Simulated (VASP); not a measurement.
# K3Sc (I4/mmm) in VASP: single point with PBE

Aim: the single point of K3Sc with PBE.

Everything below comes from runs of VASP 6.6.1. Logs are shortened: lines on timing, memory, paths and dates and some standing lists are left out, and cuts for length are marked.

## 1. The cell of the first run

Symmetry: I4/mmm, No. 139, tetragonal system. Conventional cell: a = 5.792 Å, b = 5.792 Å, c = 12.657 Å, α = 90.00°, β = 90.00°, γ = 90.00°. Within 5.4 Å of K (site symmetry 4/mmm) lie 4 Sc at 4.10 Å and 8 K at 4.29 Å. K (site symmetry -4m2) has 8 K at 4.10 to 4.29 Å and 4 Sc at 4.29 Å within 5.4 Å. Sc (site symmetry 4/mmm) has 12 K at 4.10 to 4.29 Å within 5.4 Å.

## 2. Single point, PBE

The input, INCAR:

```
PREC = Accurate
ENCUT = 520
EDIFF = 1E-7
ISMEAR = 0
SIGMA = 0.1
LREAL = F
LASPH = T
NELM = 80
ALGO = Fast
ISIF = 2
LWAVE = F
LCHARG = T
GGA = PE
LELF = T
LVHAR = T
NBANDS = 27
```

The input, KPOINTS:

```
regular mesh
0
Gamma
  6 6 6
```

The input, POSCAR:

```
K3Sc
1.0
   -2.8961988301      2.8961988301      6.3284472779
    2.8961988301     -2.8961988301      6.3284472779
    2.8961988301      2.8961988301     -6.3284472779
K Sc
3 1
Direct
    0.5000000000      0.5000000000      0.0000000000
    0.2500000000      0.7500000000      0.5000000000
    0.7500000000      0.2500000000      0.5000000000
    0.0000000000      0.0000000000      0.0000000000
```

Potentials or basis: VASP PAW PBE potentials, release 64 (K_sv, Sc_sv).

On the command line:

```console
> cat potpaw_PBE.64/K_sv/POTCAR potpaw_PBE.64/Sc_sv/POTCAR > POTCAR
> mpirun -np 1 vasp_std > vasp.out
```

OUTCAR:

```text
PREC = Accurate
   ENCUT = 520
   EDIFF = 1E-7
   ISMEAR = 0
   LREAL = F
   LASPH = T
   NELM = 80
   ISIF = 2
   GGA = PE

 ion  position               nearest neighbor table
   1  0.500  0.500  0.000-
   2  0.250  0.750  0.500-
   3  0.750  0.250  0.500-
   4  0.000  0.000  0.000-

  LATTYP: Found a body centered tetragonal cell.
 ALAT       =     5.7923976602
 C/A-ratio  =     2.1850872986

  Lattice vectors:

 A1 = (  -2.8961988301,   2.8961988301,   6.3284472779)
 A2 = (   2.8961988301,  -2.8961988301,   6.3284472779)
 A3 = (   2.8961988301,   2.8961988301,  -6.3284472779)

Analysis of symmetry for initial positions (statically):
=====================================================================
 Subroutine PRICEL returns:
 Original cell was already a primitive cell.

 Routine SETGRP: Setting up the symmetry group for a
 body centered tetragonal supercell.

 Subroutine GETGRP returns: Found 16 space group operations
 (whereof 16 operations were pure point group operations)
 out of a pool of 16 trial point group operations.

The static configuration has the point symmetry D_4h.

Analysis of symmetry for dynamics (positions and initial velocities):
=====================================================================
 Subroutine PRICEL returns:
 Original cell was already a primitive cell.

 Routine SETGRP: Setting up the symmetry group for a
 body centered tetragonal supercell.

 Subroutine GETGRP returns: Found 16 space group operations
 (whereof 16 operations were pure point group operations)
 out of a pool of 16 trial point group operations.

The dynamic configuration has the point symmetry D_4h.

 Subroutine INISYM returns: Found 16 space group operations
 (whereof 16 operations are pure point group operations),
 and found     1 'primitive' translations

----------------------------------------------------------------------------------------

                                     Primitive cell

  volume of cell :     212.3312

  direct lattice vectors                    reciprocal lattice vectors
    -2.896198830  2.896198830  6.328447278     0.000000000  0.172640081  0.079008322
     2.896198830 -2.896198830  6.328447278     0.172640081  0.000000000  0.079008322
     2.896198830  2.896198830 -6.328447278     0.172640081  0.172640081  0.000000000

  length of vectors
     7.538247825  7.538247825  7.538247825     0.189860244  0.189860244  0.244149944

  position of ions in fractional coordinates (direct lattice)
     0.500000000  0.500000000  0.000000000
     0.250000000  0.750000000  0.500000000
     0.750000000  0.250000000  0.500000000
     0.000000000  0.000000000  0.000000000

  ion indices of the primitive-cell ions
   primitive index   ion index
                 1           1
                 2           2
                 3           3
                 4           4

----------------------------------------------------------------------------------------

 KPOINTS: regular mesh

Automatic generation of k-mesh.
 Grid dimensions read from file:
 generate k-points for:    6    6    6

 Generating k-lattice:

  Cartesian coordinates                     Fractional coordinates (reciprocal lattice)
     0.000000000  0.028773347  0.013168054     0.166666667  0.000000000  0.000000000
     0.028773347  0.000000000  0.013168054     0.000000000  0.166666667  0.000000000
     0.028773347  0.028773347  0.000000000     0.000000000  0.000000000  0.166666667

  Length of vectors
     0.031643374  0.031643374  0.040691657

  Shift w.r.t. Gamma in fractional coordinates (k-lattice)
     0.000000000  0.000000000  0.000000000

 Subroutine IBZKPT returns following result:
 ===========================================

 Found     30 irreducible k-points:

 Following reciprocal coordinates:
            Coordinates               Weight
  0.000000  0.000000  0.000000      1.000000
  0.166667  0.000000 -0.000000      8.000000
  0.333333  0.000000 -0.000000      8.000000
  0.500000  0.000000 -0.000000      4.000000
  0.166667  0.166667 -0.000000      8.000000
  0.333333  0.166667 -0.000000     16.000000
[... 16 lines left out ...]
 -0.333333 -0.333333  0.166667      8.000000
 -0.166667 -0.333333  0.166667      8.000000
 [... further k-points ...]
   k-points           NKPTS =     30   k-points in BZ     NKDIM =     30   number of bands    NBANDS=     27
   number of dos      NEDOS =    301   number of ions     NIONS =      4
   total plane-waves  NPLWV = 175616
   dimension x,y,z NGX =    56 NGY =   56 NGZ =   56
   dimension x,y,z NGXF=   112 NGYF=  112 NGZF=  112
   ions per type =               3   1
   NGX,Y,Z   is equivalent  to a cutoff of  12.35, 12.35, 12.35 a.u.
   NGXF,Y,Z  is equivalent  to a cutoff of  24.70, 24.70, 24.70 a.u.
 SYSTEM =  unknown system
   PREC   = accura    normal or accurate (medium, high low for compatibility)
   ISTART =      0    job   : 0-new  1-cont  2-samecut
   ICHARG =      2    charge: 1-file 2-atom 10-const
   ISPIN  =      1    spin polarized calculation?
   LNONCOLLINEAR =      F non collinear calculations
   LSORBIT =      F    spin-orbit coupling
   LASPH  =      T    aspherical Exc in radial PAW
   ENCUT  =  520.0 eV  38.22 Ry    6.18 a.u.  14.02 14.02 14.02*2*pi/ulx,y,z
   NELM   =     80;   NELMIN=  2; NELMDL= -5     # of ELM steps
   EDIFF  = 0.1E-06   stopping-criterion for ELM
   LREAL  =      F    real-space projection
   EDIFFG = 0.1E-05   stopping-criterion for IOM
   NSW    =      0    number of steps for IOM
   IBRION =     -1    ionic relax: 0-MD 1-quasi-New 2-CG
   NFREE  =      0    steps in history (QN), initial steepest desc. (CG)
   ISIF   =      2    stress and relaxation
   ISYM   =      2    0-nonsym 1-usesym 2-fastsym
   POTIM  = 0.5000    time-step for ionic-motion
   TEBEG  =    0.0;   TEEND  =   0.0 temperature during run
   PSTRESS=    0.0 pullay stress
   NELECT =      38.0000    total number of electrons
   NUPDOWN=      -1.0000    fix difference up-down
   EMIN   =  10.00;   EMAX   =-10.00  energy-range for DOS
   EFERMI =   0.00;   METHOD = LEGACY
   ISMEAR =     0;   SIGMA  =   0.10  broadening in eV -4-tet -1-fermi 0-gaus
   EFERMI_NEDOS =   21; number of points for ismear=-14 and -15
   IALGO  =     68    algorithm
   IMIX   =      4    mixing-type and parameters
     AMIX     =   0.40;   BMIX     =  1.00
     AMIX_MAG =   1.60;   BMIX_MAG =  1.00
  volume/ion in A,a.u.               =      53.08       358.22
  Fermi-wavevector in a.u.,A,eV,Ry     =   0.922567  1.743399 11.580333  0.851130
  Thomas-Fermi vector in A             =   2.048108
   LORBIT       =      0    0 simple, 1 ext, 2 COOP (PROOUT), +10 PAW based schemes
   GGA     = PE    functional components
   LHFCALC =     F    Hartree Fock is set to
   AEXX    =    0.0000 exact exchange contribution
   IVDW    =     0    specifies the selected vdW correction
   LEPSILON=     F    determine dielectric tensor
   LRPA    =     F    only Hartree local field effects (RPA)
 non-spin polarized calculation
 RMM-DIIS sequential band-by-band and
 Gauss-broadening in eV      SIGMA  =   0.10
  energy-cutoff  :      520.00
  volume of cell :      212.33
 maximum number of plane-waves:      5736
   NGX = 29   NGY = 29   NGZ = 29

 number of electron      38.0000002 magnetization

 Free energy of the ion-electron system (eV)
  ---------------------------------------------------
  ext. energy  EPLUGINS =         0.00000000
  ---------------------------------------------------
  free energy    TOTEN  =        -6.92368039 eV

  energy without entropy =       -6.88449496  energy(sigma->0) =       -6.90408767

 E-fermi :   0.4787     XC(G=0):  -6.6587

 val. band max:        0.4758400506   @ k =   0.1667   0.1667  -0.0000
 cond. band min:       0.4856902969   @ k =   0.1667   0.0000  -0.0000
 fundamental gap:      0.0098502464
 Fermi energy:         0.4786695143

 k-point     1 :       0.0000    0.0000    0.0000
  band No.  band energies     occupation
      1     -50.6895      2.00000
      2     -31.1259      2.00000
      3     -31.1093      2.00000
      4     -30.9657      2.00000
      5     -29.2946      2.00000
      6     -29.2888      2.00000
[... 19 lines left out ...]
     26       2.1892      0.00000
     27       2.2520      0.00000

 k-point     2 :       0.1667    0.0000   -0.0000
  band No.  band energies     occupation
      1     -50.6895      2.00000
      2     -31.1247      2.00000
      3     -31.1104      2.00000
      4     -30.9657      2.00000
      5     -29.2946      2.00000
      6     -29.2888      2.00000
[... 19 lines left out ...]
     26       2.2187      0.00000
     27       2.4110      0.00000

 k-point     3 :       0.3333    0.0000   -0.0000
  band No.  band energies     occupation
      1     -50.6895      2.00000
      2     -31.1216      2.00000
      3     -31.1134      2.00000
      4     -30.9658      2.00000
      5     -29.2946      2.00000
      6     -29.2888      2.00000
[... 19 lines left out ...]
     26       2.2715      0.00000
     27       2.7152      0.00000

 k-point     4 :       0.5000    0.0000   -0.0000
  band No.  band energies     occupation
      1     -50.6895      2.00000
      2     -31.1175      2.00000
      3     -31.1174      2.00000
      4     -30.9658      2.00000
      5     -29.2946      2.00000
      6     -29.2888      2.00000
[... 19 lines left out ...]
     26       2.2934      0.00000
     27       2.8141      0.00000
[... 516 lines left out ...]
      4     -30.9659      2.00000
      5     -29.2946      2.00000
      6     -29.2888      2.00000
[... 19 lines left out ...]
     26       2.4455      0.00000
     27       2.8791      0.00000

 k-point    23 :      -0.3333   -0.3333    0.1667
  band No.  band energies     occupation
      1     -50.6895      2.00000
      2     -31.1236      2.00000
      3     -31.1113      2.00000
      4     -30.9659      2.00000
      5     -29.2945      2.00000
      6     -29.2888      2.00000
[... 19 lines left out ...]
     26       2.6224      0.00000
     27       3.1894      0.00000

 k-point    24 :      -0.1667   -0.3333    0.1667
  band No.  band energies     occupation
      1     -50.6895      2.00000
      2     -31.1246      2.00000
      3     -31.1104      2.00000
      4     -30.9658      2.00000
      5     -29.2946      2.00000
      6     -29.2888      2.00000
[... 19 lines left out ...]
     26       2.3864      0.00000
     27       2.9716      0.00000

 [... further k-points ...]
[... 5 lines left out ...]
  --------------------------------------------------------------------------------------
  -------------------------------------------------------------------------------------
  Total        0.1953382      0.1953382      0.0145233      0.0000000     -0.0000000      0.0000000
  in kB        1.4739541      1.4739541      0.1095876      0.0000000     -0.0000000      0.0000000
  external PRESSURE =       1.0191653 kB  Pullay stress =       0.0000000 kB

 VOLUME and BASIS-vectors are now :
 -----------------------------------------------------------------------------
  energy-cutoff  :      520.00
  volume of cell :      212.33
      direct lattice vectors                 reciprocal lattice vectors
    -2.896198830  2.896198830  6.328447278     0.000000000  0.172640081  0.079008322
     2.896198830 -2.896198830  6.328447278     0.172640081  0.000000000  0.079008322
     2.896198830  2.896198830 -6.328447278     0.172640081  0.172640081  0.000000000

 POSITION                                       TOTAL-FORCE (eV/Angst)
 -----------------------------------------------------------------------------------
      0.00000      0.00000      6.32845        -0.000000     -0.000000     -0.000000
      2.89620     -0.00000      3.16422        -0.000000      0.000000      0.000000
     -0.00000      2.89620      3.16422         0.000000      0.000000     -0.000000
      0.00000      0.00000      0.00000        -0.000000     -0.000000     -0.000000
 -----------------------------------------------------------------------------------
    total drift:                               -0.000000     -0.000000      0.000000

  FREE ENERGIE OF THE ION-ELECTRON SYSTEM (eV)
  ---------------------------------------------------
  free  energy   TOTEN  =        -6.9236803917 eV

  energy  without entropy=       -6.8844949578  energy(sigma->0) =       -6.90408767
```

Wall time 16 min (1 thread of Oxide Virtual Turin-like, shared host); peak memory 0.49 GiB.

What came out:

```yaml
Free_energy: -6.9237 eV
Pressure: 0.1 GPa
Band_gap_on_the_k_mesh: zero (bands 19 and 20 overlap by 0.27 eV)
```
